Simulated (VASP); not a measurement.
# HC4 in VASP: single point with r2SCAN

Aim: the single point of HC4 with r2SCAN.

Everything below comes from runs of VASP 6.6.1. Logs are shortened: lines on timing, memory, paths and dates and some standing lists are left out, and cuts for length are marked.

### Step 1. The cell of the first run

The cell holds a slab with vacuum, 20 atoms: a = 5.035 Å, b = 2.518 Å, c = 19.733 Å, α = 90.00°, β = 90.00°, γ = 90.00°.

### Step 2. Single point, r2SCAN

Input file POSCAR:

```
HC4
1.0
    5.0350011261      0.0000000000      0.0000000000
    0.0000000000      2.5175005631      0.0000000000
    0.0000000000      0.0000000000     19.7329018234
C H
16 4
Direct
    0.5000000000      0.5000000000      0.2357689632
    0.0000000000      0.5000000000      0.2357689632
    0.5000000000      0.0000000000      0.2808748918
    0.0000000000      0.0000000000      0.2808748918
    0.7500000000      0.0000000000      0.3259808203
    0.2500000000      0.0000000000      0.3259808203
    0.7500000000      0.5000000000      0.3710867489
    0.2500000000      0.5000000000      0.3710867489
   -0.0016329962      0.5000000000      0.4226548101
    0.5007626401      0.5000000000      0.4159692915
   -0.0018796922      0.0000000000      0.4725733469
    0.5022463607      0.0000000000      0.4604140152
    0.2671142010      0.0000000000      0.5144465456
    0.7280463891      0.0000000000      0.5172623182
    0.3614359600      0.5000000000      0.5502681917
    0.6362471378      0.5000000000      0.5573122647
    0.6429144453      0.5000000000      0.1982508924
    0.3570855547      0.5000000000      0.1982508924
    0.1423584706      0.5000000000      0.1980631397
   -0.1423584706      0.5000000000      0.1980631397
```

Input file INCAR.step1:

```
PREC = Accurate
ENCUT = 520
ISMEAR = 0
SIGMA = 0.05
LREAL = Auto
LASPH = T
NELM = 100
LDIPOL = T
IDIPOL = 3
DIPOL = 0.5 0.5 0.357
NBANDS = 50
GGA = PE
ALGO = Normal
EDIFF = 1E-4
LWAVE = T
LCHARG = F
```

Input file INCAR.step2:

```
PREC = Accurate
ENCUT = 520
EDIFF = 1E-7
ISMEAR = 0
SIGMA = 0.05
LREAL = Auto
LASPH = T
NELM = 100
ALGO = Normal
ISIF = 2
LWAVE = F
LCHARG = F
LDIPOL = T
IDIPOL = 3
DIPOL = 0.5 0.5 0.357
METAGGA = R2SCAN
LMIXTAU = T
NBANDS = 50
ISTART = 1
```

Input file KPOINTS:

```
regular mesh
0
Gamma
  5 10 1
```

Potentials or basis: VASP PAW PBE potentials, release 64 (C, H).

Started as:

```
$ cat potpaw_PBE.64/C/POTCAR potpaw_PBE.64/H/POTCAR > POTCAR
$ cp INCAR.step1 INCAR
$ mpirun -np 1 vasp_std > vasp.out
$ cp INCAR.step2 INCAR
$ mpirun -np 1 vasp_std > vasp.out
```

OUTCAR:

```text
PREC = Accurate
   ENCUT = 520
   EDIFF = 1E-7
   ISMEAR = 0
   LREAL = Auto
   LASPH = T
   NELM = 100
   ISIF = 2
   METAGGA = R2SCAN
   ISTART = 1

 ion  position               nearest neighbor table
   1  0.500  0.500  0.236-  17 1.03  18 1.03   3 1.54   3 1.54
   2  0.000  0.500  0.236-  19 1.03  20 1.03   4 1.54   4 1.54
   3  0.500  0.000  0.281-   5 1.54   6 1.54   1 1.54   1 1.54
   4  0.000  0.000  0.281-   5 1.54   6 1.54   2 1.54   2 1.54
   5  0.750  0.000  0.326-   3 1.54   4 1.54   7 1.54   7 1.54
   6  0.250  0.000  0.326-   3 1.54   4 1.54   8 1.54   8 1.54
   7  0.750  0.500  0.371-  10 1.54   5 1.54   5 1.54   9 1.61
   8  0.250  0.500  0.371-   6 1.54   6 1.54  10 1.54   9 1.63
   9  0.998  0.500  0.423-  11 1.60  11 1.60   7 1.61   8 1.63
  10  0.501  0.500  0.416-  12 1.53  12 1.53   7 1.54   8 1.54
  11  0.998  0.000  0.473-  13 1.59   9 1.60   9 1.60  14 1.62
  12  0.502  0.000  0.460-  10 1.53  10 1.53  13 1.59  14 1.60
  13  0.267  0.000  0.514-  15 1.52  15 1.52  11 1.59  12 1.59
  14  0.728  0.000  0.517-  16 1.56  16 1.56  12 1.60  11 1.62
  15  0.361  0.500  0.550-  16 1.39  13 1.52  13 1.52
  16  0.636  0.500  0.557-  15 1.39  14 1.56  14 1.56
  17  0.643  0.500  0.198-   1 1.03
  18  0.357  0.500  0.198-   1 1.03
  19  0.142  0.500  0.198-   2 1.03
  20  0.858  0.500  0.198-   2 1.03

  LATTYP: Found a simple orthorhombic cell.
 ALAT       =     2.5175005631
 B/A-ratio  =     2.0000000000
 C/A-ratio  =     7.8382909274

  Lattice vectors:

 A1 = (   0.0000000000,  -2.5175005631,   0.0000000000)
 A2 = (   5.0350011261,   0.0000000000,   0.0000000000)
 A3 = (   0.0000000000,   0.0000000000,  19.7329018234)

Analysis of symmetry for initial positions (statically):
=====================================================================
 Subroutine PRICEL returns:
 Original cell was already a primitive cell.

 Routine SETGRP: Setting up the symmetry group for a
 simple orthorhombic supercell.

 Subroutine GETGRP returns: Found  2 space group operations
 (whereof  2 operations were pure point group operations)
 out of a pool of  8 trial point group operations.

The static configuration has the point symmetry C_1h.

Analysis of symmetry for dynamics (positions and initial velocities):
=====================================================================
 Subroutine PRICEL returns:
 Original cell was already a primitive cell.

 Routine SETGRP: Setting up the symmetry group for a
 simple orthorhombic supercell.

 Subroutine GETGRP returns: Found  2 space group operations
 (whereof  2 operations were pure point group operations)
 out of a pool of  8 trial point group operations.

The dynamic configuration has the point symmetry C_1h.

 Subroutine INISYM returns: Found  2 space group operations
 (whereof  2 operations are pure point group operations),
 and found     1 'primitive' translations

----------------------------------------------------------------------------------------

                                     Primitive cell

  volume of cell :     250.1267

  direct lattice vectors                    reciprocal lattice vectors
     5.035001126  0.000000000  0.000000000     0.198609687  0.000000000  0.000000000
     0.000000000  2.517500563  0.000000000     0.000000000  0.397219375  0.000000000
     0.000000000  0.000000000 19.732901823     0.000000000  0.000000000  0.050676784

  length of vectors
     5.035001126  2.517500563 19.732901823     0.198609687  0.397219375  0.050676784

  position of ions in fractional coordinates (direct lattice)
     0.500000000  0.500000000  0.235768963
     0.000000000  0.500000000  0.235768963
     0.500000000  0.000000000  0.280874892
     0.000000000  0.000000000  0.280874892
     0.750000000  0.000000000  0.325980820
     0.250000000  0.000000000  0.325980820
[... 12 lines left out ...]
     0.142358471  0.500000000  0.198063140
     0.857641529  0.500000000  0.198063140

  ion indices of the primitive-cell ions
   primitive index   ion index
                 1           1
                 2           2
                 3           3
                 4           4
                 5           5
                 6           6
[... 12 lines left out ...]
                19          19
                20          20

----------------------------------------------------------------------------------------

 KPOINTS: regular mesh

Automatic generation of k-mesh.
 Grid dimensions read from file:
 generate k-points for:    5   10    1

 Generating k-lattice:

  Cartesian coordinates                     Fractional coordinates (reciprocal lattice)
     0.039721937  0.000000000  0.000000000     0.200000000  0.000000000  0.000000000
     0.000000000  0.039721937  0.000000000     0.000000000  0.100000000  0.000000000
     0.000000000  0.000000000  0.050676784     0.000000000  0.000000000  1.000000000

  Length of vectors
     0.039721937  0.039721937  0.050676784

  Shift w.r.t. Gamma in fractional coordinates (k-lattice)
     0.000000000  0.000000000  0.000000000

 Subroutine IBZKPT returns following result:
 ===========================================

 Found     18 irreducible k-points:

 Following reciprocal coordinates:
            Coordinates               Weight
  0.000000  0.000000  0.000000      1.000000
  0.200000  0.000000  0.000000      2.000000
  0.400000  0.000000  0.000000      2.000000
  0.000000  0.100000  0.000000      2.000000
  0.200000  0.100000  0.000000      4.000000
  0.400000  0.100000  0.000000      4.000000
[... 10 lines left out ...]
  0.200000  0.500000  0.000000      2.000000
  0.400000  0.500000  0.000000      2.000000
   k-points           NKPTS =     18   k-points in BZ     NKDIM =     18   number of bands    NBANDS=     50
   number of dos      NEDOS =    301   number of ions     NIONS =     20
   total plane-waves  NPLWV = 120000
   dimension x,y,z NGX =    40 NGY =   20 NGZ =  150
   dimension x,y,z NGXF=    80 NGYF=   40 NGZF=  300
   ions per type =              16   4
   NGX,Y,Z   is equivalent  to a cutoff of  13.21, 13.21, 12.64 a.u.
   NGXF,Y,Z  is equivalent  to a cutoff of  26.41, 26.41, 25.27 a.u.
 SYSTEM =  unknown system
   PREC   = accura    normal or accurate (medium, high low for compatibility)
   ISTART =      1    job   : 0-new  1-cont  2-samecut
   ICHARG =      0    charge: 1-file 2-atom 10-const
   ISPIN  =      1    spin polarized calculation?
   LNONCOLLINEAR =      F non collinear calculations
   LSORBIT =      F    spin-orbit coupling
   LASPH  =      T    aspherical Exc in radial PAW
   ENCUT  =  520.0 eV  38.22 Ry    6.18 a.u.   9.36  4.68 36.69*2*pi/ulx,y,z
   NELM   =    100;   NELMIN=  2; NELMDL=  0     # of ELM steps
   EDIFF  = 0.1E-06   stopping-criterion for ELM
   LREAL  =      T    real-space projection
   EDIFFG = 0.1E-05   stopping-criterion for IOM
   NSW    =      0    number of steps for IOM
   IBRION =     -1    ionic relax: 0-MD 1-quasi-New 2-CG
   NFREE  =      0    steps in history (QN), initial steepest desc. (CG)
   ISIF   =      2    stress and relaxation
   ISYM   =      2    0-nonsym 1-usesym 2-fastsym
   POTIM  = 0.5000    time-step for ionic-motion
   TEBEG  =    0.0;   TEEND  =   0.0 temperature during run
   PSTRESS=    0.0 pullay stress
   NELECT =      68.0000    total number of electrons
   NUPDOWN=      -1.0000    fix difference up-down
   EMIN   =  10.00;   EMAX   =-10.00  energy-range for DOS
   EFERMI =   0.00;   METHOD = LEGACY
   ISMEAR =     0;   SIGMA  =   0.05  broadening in eV -4-tet -1-fermi 0-gaus
   EFERMI_NEDOS =   21; number of points for ismear=-14 and -15
   IALGO  =     38    algorithm
   IMIX   =      4    mixing-type and parameters
     AMIX     =   0.40;   BMIX     =  1.00
     AMIX_MAG =   1.60;   BMIX_MAG =  1.00
  volume/ion in A,a.u.               =      12.51        84.40
  Fermi-wavevector in a.u.,A,eV,Ry     =   1.060534  2.004118 15.302901  1.124732
  Thomas-Fermi vector in A             =   2.195918
   LORBIT       =      0    0 simple, 1 ext, 2 COOP (PROOUT), +10 PAW based schemes
   METAGGA = R2SCAN    functional components
   LHFCALC =     F    Hartree Fock is set to
   AEXX    =    0.0000 exact exchange contribution
   IVDW    =     0    specifies the selected vdW correction
   LEPSILON=     F    determine dielectric tensor
   LRPA    =     F    only Hartree local field effects (RPA)
 non-spin polarized calculation
 Gauss-broadening in eV      SIGMA  =   0.05
  energy-cutoff  :      520.00
  volume of cell :      250.13
 maximum number of plane-waves:      6791
 NGX is ok and might be reduce to    40
   NGX = 19   NGY =  9   NGZ = 73

 number of electron      68.0000009 magnetization

 dipolmoment           0.000000      0.000000      0.280306 electrons x Angstroem

 Free energy of the ion-electron system (eV)
  ---------------------------------------------------
  ext. energy  EPLUGINS =         0.00000000
  ---------------------------------------------------
  free energy    TOTEN  =      -163.19709996 eV

  energy without entropy =     -163.19709996  energy(sigma->0) =     -163.19709996

 E-fermi :   1.6108     XC(G=0):  -6.3871

 val. band max:        1.3531518963   @ k =   0.0000   0.0000   0.0000
 cond. band min:       2.6796082861   @ k =   0.4000   0.5000   0.0000
 fundamental gap:      1.3264563898
 Fermi energy:         1.6107571650

 k-point     1 :       0.0000    0.0000    0.0000
  band No.  band energies     occupation
      1     -20.7875      2.00000
      2     -19.7336      2.00000
      3     -17.8585      2.00000
      4     -16.2101      2.00000
      5     -16.1762      2.00000
      6     -15.6324      2.00000
[... 38 lines left out ...]
     45       7.8721      0.00000
     46       7.9277      0.00000
[... 791 lines left out ...]
      5     -14.5275      2.00000
      6     -14.1535      2.00000
[... 38 lines left out ...]
     45       9.3912      0.00000
     46       9.5099      0.00000
 [bands above 46 left out]

------------------------ aborting loop because EDIFF is reached ----------------------------------------

 vacuum level on the upper side and lower side of the slab       (xc-potential included)         2.007        -1.894

  FORCE on cell =-STRESS in cart. coord.  units (eV):
  Direction    XX          YY          ZZ          XY          YZ          ZX
  --------------------------------------------------------------------------------------
  -------------------------------------------------------------------------------------
  Total       26.2450901      3.2983097    -18.3376256      0.0000000      0.0000000      0.0319365
  in kB      168.1119349     21.1271984   -117.4609696      0.0000000      0.0000000      0.2045680
  external PRESSURE =      23.9260546 kB  Pullay stress =       0.0000000 kB

 VOLUME and BASIS-vectors are now :
 -----------------------------------------------------------------------------
  energy-cutoff  :      520.00
  volume of cell :      250.13
      direct lattice vectors                 reciprocal lattice vectors
     5.035001126  0.000000000  0.000000000     0.198609687  0.000000000  0.000000000
     0.000000000  2.517500563  0.000000000     0.000000000  0.397219375  0.000000000
     0.000000000  0.000000000 19.732901823     0.000000000  0.000000000  0.050676784

 POSITION                                       TOTAL-FORCE (eV/Angst)
 -----------------------------------------------------------------------------------
      2.51750      1.25875      4.65241        -0.003646      0.000000      1.905897
      0.00000      1.25875      4.65241         0.002190      0.000000      1.816175
      2.51750      0.00000      5.54248         0.008536      0.000000     -1.598527
      0.00000      0.00000      5.54248        -0.006476      0.000000     -1.721041
      3.77625      0.00000      6.43255         0.551388      0.000000      0.322376
      1.25875      0.00000      6.43255        -0.557098      0.000000      0.365689
[... 12 lines left out ...]
      0.71678      1.25875      3.90836         0.058485      0.000000     -0.056324
      4.31823      1.25875      3.90836        -0.059534      0.000000     -0.056584
 -----------------------------------------------------------------------------------
    total drift:                                0.002174      0.000000      0.013331

  FREE ENERGIE OF THE ION-ELECTRON SYSTEM (eV)
  ---------------------------------------------------
  free  energy   TOTEN  =      -163.1970999648 eV

  energy  without entropy=     -163.1970999648  energy(sigma->0) =     -163.19709996

 vacuum level on the upper side and lower side of the slab         7.338         3.333
```

It took 14 min on 1 thread of AMD EPYC 9R45 (Zen 5), shared host; peak memory 0.39 GiB.

Results:

* Free energy: -163.1971 eV
* Largest force: 3.152 eV/Å
* Band gap on the k mesh: 1.33 eV (least direct gap 1.74 eV)

Forces on the atoms (eV/Å):
```
C   -0.004  0.000  1.906
C    0.002  0.000  1.816
C    0.009  0.000 -1.599
C   -0.006  0.000 -1.721
C    0.551  0.000  0.322
C   -0.557  0.000  0.366
C    0.420  0.000  1.453
C   -0.420  0.000  1.593
C    0.000  0.000 -0.012
C   -0.007  0.000  0.000
C   -0.005  0.000  0.013
C    0.003  0.000 -0.012
C   -0.048  0.000 -0.006
C    0.050  0.000 -0.003
C   -0.072  0.000 -0.743
C    0.083  0.000 -3.151
H    0.057  0.000 -0.055
H   -0.056  0.000 -0.055
H    0.058  0.000 -0.056
H   -0.060  0.000 -0.057
```

Caveat: the PAW data sets were made with another functional, which shifts forces and pressure a little.
